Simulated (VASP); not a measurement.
# Ge2Sb2Te5 (P-3m1) in VASP: single point with PBE

Aim: the single point of Ge2Sb2Te5 with PBE.

Program: VASP 6.6.1. These are calculated values, not measurements. Logs are shortened: lines on timing, memory, paths and dates and some standing lists are left out, and cuts for length are marked.

## Step 1: The cell of the first run

Symmetry: P-3m1, No. 164, trigonal system. The conventional cell has a = 4.194 Å, b = 4.194 Å, c = 17.787 Å, α = 90.00°, β = 90.00°, γ = 120.00°. Within 3.7 Å of Ge (site symmetry 3m) lie 3 Te at 2.82 Å and 3 Ge at 3.15 Å. Sb (site symmetry 3m) has 6 Te at 2.98 to 3.14 Å within 3.9 Å. Within 4.1 Å of Te (site symmetry -3m) lie 6 Sb at 3.14 Å. Te (site symmetry 3m) has 3 Sb at 2.98 Å and 3 Te at 3.63 Å within 3.9 Å. Te (site symmetry 3m) has 3 Ge at 2.82 Å and 3 Te at 3.63 Å within 3.7 Å.

## Step 2: Single point, PBE

File INCAR:

```
PREC = Accurate
ENCUT = 520
EDIFF = 1E-6
ISMEAR = 0
SIGMA = 0.05
LREAL = F
LASPH = T
NELM = 60
ALGO = Normal
ISIF = 2
LWAVE = F
LCHARG = F
GGA = PE
NBANDS = 44
```

File KPOINTS:

```
regular mesh
0
Gamma
  10 10 2
```

File POSCAR:

```
Ge2Sb2Te5
1.0
    4.1938367911      0.0000000000      0.0000000000
   -2.0969183955      3.6319692004      0.0000000000
    0.0000000000      0.0000000000     17.7871256588
Ge Sb Te
2 2 5
Direct
    0.3333333333      0.6666666667      0.4432592613
    0.6666666667      0.3333333333      0.5567407387
    0.3333333333      0.6666666667      0.1120931408
    0.6666666667      0.3333333333      0.8879068592
    0.0000000000      0.0000000000      0.0000000000
    0.3333333333      0.6666666667      0.7900866460
    0.6666666667      0.3333333333      0.2099133540
    0.0000000000      0.0000000000      0.3622484120
    0.0000000000      0.0000000000      0.6377515880
```

Potentials or basis: VASP PAW PBE potentials, release 64 (Ge_d, Sb, Te).

On the command line:

```
cat potpaw_PBE.64/Ge_d/POTCAR potpaw_PBE.64/Sb/POTCAR potpaw_PBE.64/Te/POTCAR > POTCAR
mpirun -np 1 vasp_std > vasp.out
```

OUTCAR:

```text
PREC = Accurate
   ENCUT = 520
   EDIFF = 1E-6
   ISMEAR = 0
   LREAL = F
   LASPH = T
   NELM = 60
   ISIF = 2
   GGA = PE

 ion  position               nearest neighbor table
   1  0.333  0.667  0.443-   8 2.82   8 2.82   8 2.82
   2  0.667  0.333  0.557-   9 2.82   9 2.82   9 2.82
   3  0.333  0.667  0.112-   7 2.98   7 2.98   7 2.98   5 3.14   5 3.14   5 3.14
   4  0.667  0.333  0.888-   6 2.98   6 2.98   6 2.98   5 3.14   5 3.14   5 3.14
   5  0.000  0.000  0.000-   3 3.14   4 3.14   3 3.14   4 3.14   4 3.14   3 3.14
   6  0.333  0.667  0.790-   4 2.98   4 2.98   4 2.98   9 3.63   9 3.63   9 3.63
   7  0.667  0.333  0.210-   3 2.98   3 2.98   3 2.98   8 3.63   8 3.63   8 3.63
   8  0.000  0.000  0.362-   1 2.82   1 2.82   1 2.82   7 3.63   7 3.63   7 3.63
   9  0.000  0.000  0.638-   2 2.82   2 2.82   2 2.82   6 3.63   6 3.63   6 3.63

  LATTYP: Found a hexagonal cell.
 ALAT       =     4.1938367911
 C/A-ratio  =     4.2412536646

  Lattice vectors:

 A1 = (   4.1938367911,   0.0000000000,   0.0000000000)
 A2 = (  -2.0969183955,   3.6319692004,   0.0000000000)
 A3 = (   0.0000000000,   0.0000000000,  17.7871256588)

Analysis of symmetry for initial positions (statically):
=====================================================================
 Subroutine PRICEL returns:
 Original cell was already a primitive cell.

 Routine SETGRP: Setting up the symmetry group for a
 hexagonal supercell.

 Subroutine GETGRP returns: Found 12 space group operations
 (whereof 12 operations were pure point group operations)
 out of a pool of 24 trial point group operations.

The static configuration has the point symmetry D_3d.

Analysis of symmetry for dynamics (positions and initial velocities):
=====================================================================
 Subroutine PRICEL returns:
 Original cell was already a primitive cell.

 Routine SETGRP: Setting up the symmetry group for a
 hexagonal supercell.

 Subroutine GETGRP returns: Found 12 space group operations
 (whereof 12 operations were pure point group operations)
 out of a pool of 24 trial point group operations.

The dynamic configuration has the point symmetry D_3d.

 Subroutine INISYM returns: Found 12 space group operations
 (whereof 12 operations are pure point group operations),
 and found     1 'primitive' translations

----------------------------------------------------------------------------------------

                                     Primitive cell

  volume of cell :     270.9315

  direct lattice vectors                    reciprocal lattice vectors
     4.193836791  0.000000000  0.000000000     0.238445140  0.137666366  0.000000000
    -2.096918395  3.631969200  0.000000000     0.000000000  0.275332731  0.000000000
     0.000000000  0.000000000 17.787125659     0.000000000  0.000000000  0.056220438

  length of vectors
     4.193836791  4.193836791 17.787125659     0.275332731  0.275332731  0.056220438

  position of ions in fractional coordinates (direct lattice)
     0.333333333  0.666666667  0.443259261
     0.666666667  0.333333333  0.556740739
     0.333333333  0.666666667  0.112093141
     0.666666667  0.333333333  0.887906859
     0.000000000  0.000000000  0.000000000
     0.333333333  0.666666667  0.790086646
     0.666666667  0.333333333  0.209913354
     0.000000000  0.000000000  0.362248412
     0.000000000  0.000000000  0.637751588

  ion indices of the primitive-cell ions
   primitive index   ion index
                 1           1
                 2           2
                 3           3
                 4           4
                 5           5
                 6           6
                 7           7
                 8           8
                 9           9

----------------------------------------------------------------------------------------

 KPOINTS: regular mesh

Automatic generation of k-mesh.
 Grid dimensions read from file:
 generate k-points for:   10   10    2

 Generating k-lattice:

  Cartesian coordinates                     Fractional coordinates (reciprocal lattice)
     0.023844514  0.013766637  0.000000000     0.100000000  0.000000000  0.000000000
     0.000000000  0.027533273  0.000000000     0.000000000  0.100000000  0.000000000
     0.000000000  0.000000000  0.028110219     0.000000000  0.000000000  0.500000000

  Length of vectors
     0.027533273  0.027533273  0.028110219

  Shift w.r.t. Gamma in fractional coordinates (k-lattice)
     0.000000000  0.000000000  0.000000000

 Subroutine IBZKPT returns following result:
 ===========================================

 Found     28 irreducible k-points:

 Following reciprocal coordinates:
            Coordinates               Weight
  0.000000  0.000000  0.000000      1.000000
  0.100000  0.000000  0.000000      6.000000
  0.200000  0.000000  0.000000      6.000000
  0.300000 -0.000000  0.000000      6.000000
  0.400000  0.000000  0.000000      6.000000
  0.500000  0.000000  0.000000      3.000000
[... 16 lines left out ...]
  0.300000  0.100000  0.500000     12.000000
  0.400000  0.100000  0.500000     12.000000
 [... further k-points ...]
   k-points           NKPTS =     28   k-points in BZ     NKDIM =     28   number of bands    NBANDS=     44
   number of dos      NEDOS =    301   number of ions     NIONS =      9
   total plane-waves  NPLWV = 143360
   dimension x,y,z NGX =    32 NGY =   32 NGZ =  140
   dimension x,y,z NGXF=    64 NGYF=   64 NGZF=  280
   ions per type =               2   2   5
   NGX,Y,Z   is equivalent  to a cutoff of  12.68, 12.68, 13.08 a.u.
   NGXF,Y,Z  is equivalent  to a cutoff of  25.37, 25.37, 26.17 a.u.
 SYSTEM =  unknown system
   PREC   = accura    normal or accurate (medium, high low for compatibility)
   ISTART =      0    job   : 0-new  1-cont  2-samecut
   ICHARG =      2    charge: 1-file 2-atom 10-const
   ISPIN  =      1    spin polarized calculation?
   LNONCOLLINEAR =      F non collinear calculations
   LSORBIT =      F    spin-orbit coupling
   LASPH  =      T    aspherical Exc in radial PAW
   ENCUT  =  520.0 eV  38.22 Ry    6.18 a.u.   7.80  7.80 33.07*2*pi/ulx,y,z
   NELM   =     60;   NELMIN=  2; NELMDL= -5     # of ELM steps
   EDIFF  = 0.1E-05   stopping-criterion for ELM
   LREAL  =      F    real-space projection
   EDIFFG = 0.1E-04   stopping-criterion for IOM
   NSW    =      0    number of steps for IOM
   IBRION =     -1    ionic relax: 0-MD 1-quasi-New 2-CG
   NFREE  =      0    steps in history (QN), initial steepest desc. (CG)
   ISIF   =      2    stress and relaxation
   ISYM   =      2    0-nonsym 1-usesym 2-fastsym
   POTIM  = 0.5000    time-step for ionic-motion
   TEBEG  =    0.0;   TEEND  =   0.0 temperature during run
   PSTRESS=    0.0 pullay stress
   NELECT =      68.0000    total number of electrons
   NUPDOWN=      -1.0000    fix difference up-down
   EMIN   =  10.00;   EMAX   =-10.00  energy-range for DOS
   EFERMI =   0.00;   METHOD = LEGACY
   ISMEAR =     0;   SIGMA  =   0.05  broadening in eV -4-tet -1-fermi 0-gaus
   EFERMI_NEDOS =   21; number of points for ismear=-14 and -15
   IALGO  =     38    algorithm
   IMIX   =      4    mixing-type and parameters
     AMIX     =   0.40;   BMIX     =  1.00
     AMIX_MAG =   1.60;   BMIX_MAG =  1.00
  volume/ion in A,a.u.               =      30.10       203.15
  Fermi-wavevector in a.u.,A,eV,Ry     =   1.032661  1.951447 14.509114  1.066390
  Thomas-Fermi vector in A             =   2.166870
   LORBIT       =      0    0 simple, 1 ext, 2 COOP (PROOUT), +10 PAW based schemes
   GGA     = PE    functional components
   LHFCALC =     F    Hartree Fock is set to
   AEXX    =    0.0000 exact exchange contribution
   IVDW    =     0    specifies the selected vdW correction
   LEPSILON=     F    determine dielectric tensor
   LRPA    =     F    only Hartree local field effects (RPA)
 non-spin polarized calculation
 Gauss-broadening in eV      SIGMA  =   0.05
  energy-cutoff  :      520.00
  volume of cell :      270.93
 maximum number of plane-waves:      7314
 NGX is ok and might be reduce to    32
   NGX = 15   NGY = 15   NGZ = 67

 number of electron      67.9999992 magnetization

 Free energy of the ion-electron system (eV)
  ---------------------------------------------------
  ext. energy  EPLUGINS =         0.00000000
  ---------------------------------------------------
  free energy    TOTEN  =       -33.75652173 eV

  energy without entropy =      -33.75646050  energy(sigma->0) =      -33.75649111

 E-fermi :   6.4349     XC(G=0):  -9.4408

 val. band max:        6.3640367499   @ k =   0.0000   0.0000   0.0000
 cond. band min:       6.5175029419   @ k =   0.5000   0.0000   0.5000
 fundamental gap:      0.1534661920
 Fermi energy:         6.4349194223

 k-point     1 :       0.0000    0.0000    0.0000
  band No.  band energies     occupation
      1     -18.6014      2.00000
      2     -18.6014      2.00000
      3     -18.5883      2.00000
      4     -18.5883      2.00000
      5     -18.5680      2.00000
      6     -18.5671      2.00000
[... 36 lines left out ...]
     43       8.2978      0.00000
     44       8.9189      0.00000

 k-point     2 :       0.1000    0.0000    0.0000
  band No.  band energies     occupation
      1     -18.6011      2.00000
      2     -18.6009      2.00000
      3     -18.5883      2.00000
      4     -18.5876      2.00000
      5     -18.5684      2.00000
      6     -18.5677      2.00000
[... 36 lines left out ...]
     43       8.6736      0.00000
     44       8.9731      0.00000

 k-point     3 :       0.2000    0.0000    0.0000
  band No.  band energies     occupation
      1     -18.6005      2.00000
      2     -18.5997      2.00000
      3     -18.5881      2.00000
      4     -18.5857      2.00000
      5     -18.5695      2.00000
      6     -18.5691      2.00000
[... 976 lines left out ...]
     43       9.7662      0.00000
     44       9.8416      0.00000

 k-point    24 :       0.4000    0.1000    0.5000
  band No.  band energies     occupation
      1     -18.6001      2.00000
      2     -18.5940      2.00000
      3     -18.5855      2.00000
      4     -18.5792      2.00000
      5     -18.5769      2.00000
      6     -18.5733      2.00000
[... 36 lines left out ...]
     43       9.5908      0.00000
     44       9.8333      0.00000

 [... further k-points ...]
[... 5 lines left out ...]
  --------------------------------------------------------------------------------------
  -------------------------------------------------------------------------------------
  Total        2.7616712      2.7616712      2.8012486      0.0000000     -0.0000000     -0.0000000
  in kB       16.3313878     16.3313878     16.5654327      0.0000000     -0.0000000     -0.0000000
  external PRESSURE =      16.4094028 kB  Pullay stress =       0.0000000 kB

 VOLUME and BASIS-vectors are now :
 -----------------------------------------------------------------------------
  energy-cutoff  :      520.00
  volume of cell :      270.93
      direct lattice vectors                 reciprocal lattice vectors
     4.193836791  0.000000000  0.000000000     0.238445140  0.137666366  0.000000000
    -2.096918395  3.631969200  0.000000000     0.000000000  0.275332731  0.000000000
     0.000000000  0.000000000 17.787125659     0.000000000  0.000000000  0.056220438

 POSITION                                       TOTAL-FORCE (eV/Angst)
 -----------------------------------------------------------------------------------
     -0.00000      2.42131      7.88431        -0.000000     -0.000000      0.219510
      2.09692      1.21066      9.90282         0.000000      0.000000     -0.219510
     -0.00000      2.42131      1.99381         0.000000     -0.000000     -0.007841
      2.09692      1.21066     15.79331         0.000000      0.000000      0.007841
      0.00000      0.00000      0.00000         0.000000     -0.000000      0.000000
     -0.00000      2.42131     14.05337         0.000000     -0.000000     -0.037364
      2.09692      1.21066      3.73376        -0.000000     -0.000000      0.037364
      0.00000      0.00000      6.44336        -0.000000     -0.000000      0.154070
      0.00000      0.00000     11.34377         0.000000      0.000000     -0.154070
 -----------------------------------------------------------------------------------
    total drift:                               -0.000000      0.000000      0.000000

  FREE ENERGIE OF THE ION-ELECTRON SYSTEM (eV)
  ---------------------------------------------------
  free  energy   TOTEN  =       -33.7565217255 eV

  energy  without entropy=      -33.7564604954  energy(sigma->0) =      -33.75649111
```

It took 5.9 min on 1 thread of Intel Xeon Platinum 8488C (Sapphire Rapids), shared host; peak memory 0.57 GiB.

Results:

* Free energy: -33.7565 eV
* Pressure: 1.6 GPa
* Largest force: 0.220 eV/Å
* Band gap on the k mesh: 0.15 eV, indirect (least direct gap 0.46 eV)

Forces in eV/Å, atoms in the order of the input:
```
Ge   0.000  0.000  0.220
Ge   0.000  0.000 -0.220
Sb   0.000  0.000 -0.008
Sb   0.000  0.000  0.008
Te   0.000  0.000  0.000
Te   0.000  0.000 -0.037
Te   0.000  0.000  0.037
Te   0.000  0.000  0.154
Te   0.000  0.000 -0.154
```

Levels at points of the mesh, in eV from the valence-band top:
```
           k point  band 31  band 32  band 33  band 34  band 35  band 36  band 37  band 38
(0.00, 0.00, 0.00)    -1.17    -1.17    -0.28     0.00     0.46     0.53     0.53     0.82
(0.50, 0.00, 0.00)    -1.74    -1.54    -1.38    -1.13     0.43     0.67     0.92     1.16
(0.00, 0.00, 0.50)    -1.18    -1.18    -0.14    -0.09     0.44     0.60     0.60     0.83
(0.50, 0.00, 0.50)    -2.15    -1.99    -1.47    -0.60     0.15     0.91     1.17     1.28
```

Caveat: spin-orbit coupling is left out, which moves the levels of the heavy elements. A k mesh can miss the band edges.
